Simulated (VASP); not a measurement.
Crystal: Ti.

```
CELL_PARAMETERS angstrom
2.67171 0.00000 0.00000
0.00000 2.67171 0.00000
0.00000 0.00000 2.67171
ATOMIC_POSITIONS crystal
Ti 0.00000 0.00000 0.00000
```

```yaml
Program: VASP 6.6.1
Task: relaxation of cell and atoms
Functional: PBE
Potentials_or_basis: VASP PAW PBE potentials, release 64 (Ti_sv)
Cutoff: 600 eV
k_mesh: 12 × 12 × 12
Occupations: fermi-dirac, width 0.05 eV
Spin: collinear spin, ferromagnetic start
Starting_moments: "[1.0] μB"
```

At the start: pressure -2.4 GPa; volume 19.07 Å³/atom.

Q: Where does the relaxation end?

A: Over 3 steps the energy falls by 4.5 meV/atom and the volume is 18.47 Å³/atom (-3.1 %); space group Pm-3m (No. 221, to 0.05 Å); moment 0.38 μB per cell.

Step by step:
```tsv
step	energy change (eV)	largest force (eV/Å)	pressure (GPa)	volume (Å³)
1	0.0000	0.0000	-2.35	19.07
2	-0.0041	0.0000	0.71	18.31
3	-0.0045	0.0000	-0.02	18.47
```

Final structure:
```yaml
crystal:
  lattice:
    - [2.64343, 0.00000, 0.00000]
    - [0.00000, 2.64343, 0.00000]
    - [0.00000, 0.00000, 2.64343]
  atoms:
    - { symbol: Ti, position: [0.00000, 0.00000, 0.00000] }
```
